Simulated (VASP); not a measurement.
# Sn (I4/mmm) in VASP: further runs

Runs on Sn. Level: PBE. Tasks: single point.

All numbers are computed with VASP 6.6.1; they aren't measurements. Logs are shortened: lines on timing, memory, paths and dates and some standing lists are left out, and cuts for length are marked.

**1. The cell of the first run**

The structure is tetragonal, space group I4/mmm (No. 139). The conventional cell has a = 4.058 Å, b = 4.058 Å, c = 3.322 Å, α = 90.00°, β = 90.00°, γ = 90.00°. Sn (site symmetry 4/mmm) has 14 Sn at 3.32 to 4.06 Å within 4.4 Å.

**2. Single point, PBE**

Contents of INCAR:

```
ALGO = Normal
EDIFF = 1E-6
ENCUT = 520
GGA = PE
ISIF = 2
ISMEAR = 0
LASPH = T
LCHARG = F
LREAL = F
LWAVE = F
NBANDS = 13
NELM = 80
PREC = Accurate
SIGMA = 0.014
```

Contents of KPOINTS:

```
k-points
0
Gamma
  10 10 10
```

Contents of POSCAR:

```
Sn
1.0
   -2.0291894110      2.0291894110      1.6607599896
    2.0291894110     -2.0291894110      1.6607599896
    2.0291894110      2.0291894110     -1.6607599896
Sn
1
Direct
    0.0000000000      0.0000000000      0.0000000000
```

Potentials or basis: VASP PAW PBE potentials, release 64 (Sn_d).

Launch:

```bash
$ cat potpaw_PBE.64/Sn_d/POTCAR > POTCAR
$ mpirun -np 1 vasp_std > vasp.out
```

OUTCAR:

```text
EDIFF = 1E-6
   ENCUT = 520
   GGA = PE
   ISIF = 2
   ISMEAR = 0
   LASPH = T
   LREAL = F
   NELM = 80
   PREC = Accurate

 ion  position               nearest neighbor table
   1  0.000  0.000  0.000-

  LATTYP: Found a body centered tetragonal cell.
 ALAT       =     4.0583788220
 C/A-ratio  =     0.8184351745

  Lattice vectors:

 A1 = (  -2.0291894110,   2.0291894110,   1.6607599896)
 A2 = (   2.0291894110,  -2.0291894110,   1.6607599896)
 A3 = (   2.0291894110,   2.0291894110,  -1.6607599896)

Analysis of symmetry for initial positions (statically):
=====================================================================
 Subroutine PRICEL returns:
 Original cell was already a primitive cell.

 Routine SETGRP: Setting up the symmetry group for a
 body centered tetragonal supercell.

 Subroutine GETGRP returns: Found 16 space group operations
 (whereof 16 operations were pure point group operations)
 out of a pool of 16 trial point group operations.

The static configuration has the point symmetry D_4h.

Analysis of symmetry for dynamics (positions and initial velocities):
=====================================================================
 Subroutine PRICEL returns:
 Original cell was already a primitive cell.

 Routine SETGRP: Setting up the symmetry group for a
 body centered tetragonal supercell.

 Subroutine GETGRP returns: Found 16 space group operations
 (whereof 16 operations were pure point group operations)
 out of a pool of 16 trial point group operations.

The dynamic configuration has the point symmetry D_4h.

 Subroutine INISYM returns: Found 16 space group operations
 (whereof 16 operations are pure point group operations),
 and found     1 'primitive' translations

----------------------------------------------------------------------------------------

                                     Primitive cell

  volume of cell :      27.3534

  direct lattice vectors                    reciprocal lattice vectors
    -2.029189411  2.029189411  1.660759990     0.000000000  0.246403809  0.301066983
     2.029189411 -2.029189411  1.660759990     0.246403809  0.000000000  0.301066983
     2.029189411  2.029189411 -1.660759990     0.246403809  0.246403809  0.000000000

  length of vectors
     3.315621069  3.315621069  3.315621069     0.389045197  0.389045197  0.348467608

  position of ions in fractional coordinates (direct lattice)
     0.000000000  0.000000000  0.000000000

  ion indices of the primitive-cell ions
   primitive index   ion index
                 1           1

----------------------------------------------------------------------------------------

 KPOINTS: k-points

Automatic generation of k-mesh.
 Grid dimensions read from file:
 generate k-points for:   10   10   10

 Generating k-lattice:

  Cartesian coordinates                     Fractional coordinates (reciprocal lattice)
     0.000000000  0.024640381  0.030106698     0.100000000 -0.000000000  0.000000000
     0.024640381  0.000000000  0.030106698    -0.000000000  0.100000000  0.000000000
     0.024640381  0.024640381  0.000000000     0.000000000  0.000000000  0.100000000

  Length of vectors
     0.038904520  0.038904520  0.034846761

  Shift w.r.t. Gamma in fractional coordinates (k-lattice)
     0.000000000  0.000000000  0.000000000

 Subroutine IBZKPT returns following result:
 ===========================================

 Found    102 irreducible k-points:

 Following reciprocal coordinates:
            Coordinates               Weight
  0.000000  0.000000  0.000000      1.000000
  0.100000  0.000000  0.000000      8.000000
  0.200000  0.000000  0.000000      8.000000
  0.300000  0.000000  0.000000      8.000000
  0.400000  0.000000  0.000000      8.000000
  0.500000  0.000000  0.000000      4.000000
[... 16 lines left out ...]
  0.300000  0.300000  0.000000      8.000000
  0.400000  0.300000  0.000000     16.000000
 [... further k-points ...]
   k-points           NKPTS =    102   k-points in BZ     NKDIM =    102   number of bands    NBANDS=     13
   number of dos      NEDOS =    301   number of ions     NIONS =      1
   total plane-waves  NPLWV =  21952
   dimension x,y,z NGX =    28 NGY =   28 NGZ =   28
   dimension x,y,z NGXF=    56 NGYF=   56 NGZF=   56
   ions per type =               1
   NGX,Y,Z   is equivalent  to a cutoff of  14.04, 14.04, 14.04 a.u.
   NGXF,Y,Z  is equivalent  to a cutoff of  28.08, 28.08, 28.08 a.u.
 SYSTEM =  unknown system
   PREC   = accura    normal or accurate (medium, high low for compatibility)
   ISTART =      0    job   : 0-new  1-cont  2-samecut
   ICHARG =      2    charge: 1-file 2-atom 10-const
   ISPIN  =      1    spin polarized calculation?
   LNONCOLLINEAR =      F non collinear calculations
   LSORBIT =      F    spin-orbit coupling
   LASPH  =      T    aspherical Exc in radial PAW
   ENCUT  =  520.0 eV  38.22 Ry    6.18 a.u.   6.16  6.16  6.16*2*pi/ulx,y,z
   NELM   =     80;   NELMIN=  2; NELMDL= -5     # of ELM steps
   EDIFF  = 0.1E-05   stopping-criterion for ELM
   LREAL  =      F    real-space projection
   EDIFFG = 0.1E-04   stopping-criterion for IOM
   NSW    =      0    number of steps for IOM
   IBRION =     -1    ionic relax: 0-MD 1-quasi-New 2-CG
   NFREE  =      0    steps in history (QN), initial steepest desc. (CG)
   ISIF   =      2    stress and relaxation
   ISYM   =      2    0-nonsym 1-usesym 2-fastsym
   POTIM  = 0.5000    time-step for ionic-motion
   TEBEG  =    0.0;   TEEND  =   0.0 temperature during run
   PSTRESS=    0.0 pullay stress
   NELECT =      14.0000    total number of electrons
   NUPDOWN=      -1.0000    fix difference up-down
   EMIN   =  10.00;   EMAX   =-10.00  energy-range for DOS
   EFERMI =   0.00;   METHOD = LEGACY
   ISMEAR =     0;   SIGMA  =   0.01  broadening in eV -4-tet -1-fermi 0-gaus
   EFERMI_NEDOS =   21; number of points for ismear=-14 and -15
   IALGO  =     38    algorithm
   IMIX   =      4    mixing-type and parameters
     AMIX     =   0.40;   BMIX     =  1.00
     AMIX_MAG =   1.60;   BMIX_MAG =  1.00
  volume/ion in A,a.u.               =      27.35       184.59
  Fermi-wavevector in a.u.,A,eV,Ry     =   1.309524  2.474642 23.331997  1.714853
  Thomas-Fermi vector in A             =   2.440117
   LORBIT       =      0    0 simple, 1 ext, 2 COOP (PROOUT), +10 PAW based schemes
   GGA     = PE    functional components
   LHFCALC =     F    Hartree Fock is set to
   AEXX    =    0.0000 exact exchange contribution
   IVDW    =     0    specifies the selected vdW correction
   LEPSILON=     F    determine dielectric tensor
   LRPA    =     F    only Hartree local field effects (RPA)
 non-spin polarized calculation
 Gauss-broadening in eV      SIGMA  =   0.01
  energy-cutoff  :      520.00
  volume of cell :       27.35
 maximum number of plane-waves:       754
 NGX is ok and might be reduce to    28
   NGX = 13   NGY = 13   NGZ = 13

 number of electron      14.0000001 magnetization

 Free energy of the ion-electron system (eV)
  ---------------------------------------------------
  ext. energy  EPLUGINS =         0.00000000
  ---------------------------------------------------
  free energy    TOTEN  =        -3.77610945 eV

  energy without entropy =       -3.77589334  energy(sigma->0) =       -3.77600140

 E-fermi :   7.9125     XC(G=0): -10.3291

 val. band max:        7.9055781004   @ k =  -0.2000   0.4000   0.1000
 cond. band min:       7.9138323994   @ k =  -0.2000  -0.3000   0.2000
 fundamental gap:      0.0082542990
 Fermi energy:         7.9124643110

 k-point     1 :       0.0000    0.0000    0.0000
  band No.  band energies     occupation
      1     -13.5863      2.00000
      2     -13.5109      2.00000
      3     -13.5109      2.00000
      4     -13.5086      2.00000
      5     -13.3948      2.00000
      6      -3.0599      2.00000
      7      14.7475      0.00000
      8      14.7475      0.00000
      9      17.3097      0.00000
     10      18.2355      0.00000
     11      19.3774      0.00000
     12      20.5152      0.00000
     13      20.5152      0.00000

 k-point     2 :       0.1000    0.0000    0.0000
  band No.  band energies     occupation
      1     -13.5771      2.00000
      2     -13.5120      2.00000
      3     -13.5072      2.00000
      4     -13.4957      2.00000
      5     -13.4000      2.00000
      6      -2.8226      2.00000
      7      14.0564      0.00000
      8      14.1425      0.00000
      9      15.7881      0.00000
     10      18.7180      0.00000
     11      18.9384      0.00000
     12      19.7033      0.00000
     13      20.3903      0.00000

 k-point     3 :       0.2000    0.0000    0.0000
  band No.  band energies     occupation
      1     -13.5737      2.00000
      2     -13.5176      2.00000
      3     -13.4762      2.00000
      4     -13.4609      2.00000
      5     -13.4123      2.00000
      6      -2.1089      2.00000
      7      11.9398      0.00000
      8      12.9037      0.00000
      9      13.8320      0.00000
     10      17.4102      0.00000
     11      17.4147      0.00000
     12      20.8912      0.00000
     13      21.5153      0.00000
[... 305 lines left out ...]
 k-point    23 :       0.3000    0.3000    0.0000
  band No.  band energies     occupation
      1     -13.5735      2.00000
      2     -13.4902      2.00000
      3     -13.4367      2.00000
      4     -13.4259      2.00000
      5     -13.3747      2.00000
      6       2.8615      2.00000
      7       4.9957      2.00000
      8       6.4825      2.00000
      9      11.7923      0.00000
     10      16.9794      0.00000
     11      18.3061      0.00000
     12      23.3924      0.00000
     13      23.8997      0.00000

 k-point    24 :       0.4000    0.3000    0.0000
  band No.  band energies     occupation
      1     -13.5586      2.00000
      2     -13.4785      2.00000
      3     -13.4529      2.00000
      4     -13.4231      2.00000
      5     -13.4019      2.00000
      6       1.9789      2.00000
      7       5.4075      2.00000
      8       6.8974      2.00000
      9      12.4235      0.00000
     10      17.1056      0.00000
     11      19.2260      0.00000
     12      23.9106      0.00000
     13      24.3312      0.00000

 [... further k-points ...]
[... 5 lines left out ...]
  --------------------------------------------------------------------------------------
  -------------------------------------------------------------------------------------
  Total        0.0411957      0.0411957      0.3025627      0.0000000     -0.0000000      0.0000000
  in kB        2.4129621      2.4129621     17.7220506      0.0000000     -0.0000000      0.0000000
  external PRESSURE =       7.5159916 kB  Pullay stress =       0.0000000 kB

 VOLUME and BASIS-vectors are now :
 -----------------------------------------------------------------------------
  energy-cutoff  :      520.00
  volume of cell :       27.35
      direct lattice vectors                 reciprocal lattice vectors
    -2.029189411  2.029189411  1.660759990     0.000000000  0.246403809  0.301066983
     2.029189411 -2.029189411  1.660759990     0.246403809  0.000000000  0.301066983
     2.029189411  2.029189411 -1.660759990     0.246403809  0.246403809  0.000000000

 POSITION                                       TOTAL-FORCE (eV/Angst)
 -----------------------------------------------------------------------------------
      0.00000      0.00000      0.00000         0.000000     -0.000000     -0.000000
 -----------------------------------------------------------------------------------
    total drift:                               -0.000000     -0.000000     -0.000000

  FREE ENERGIE OF THE ION-ELECTRON SYSTEM (eV)
  ---------------------------------------------------
  free  energy   TOTEN  =        -3.7761094491 eV

  energy  without entropy=       -3.7758933425  energy(sigma->0) =       -3.77600140
```

Wall time 25 s (1 thread of Intel Xeon Platinum 8259CL at 2.50GHz (Skylake/Cascade Lake), shared host); peak memory 0.18 GiB.

Results:

| Item | Value |
| --- | --- |
| Free energy | -3.7761 eV |
| Pressure | 0.8 GPa |
| Band gap on the k mesh | zero (band 7 reaches 14.75 eV, above the bottom of band 8 at 5.95 eV) |

Caveat: spin-orbit coupling is left out, which moves the levels of the heavy elements.

(Part 1 of 3 ends here.)
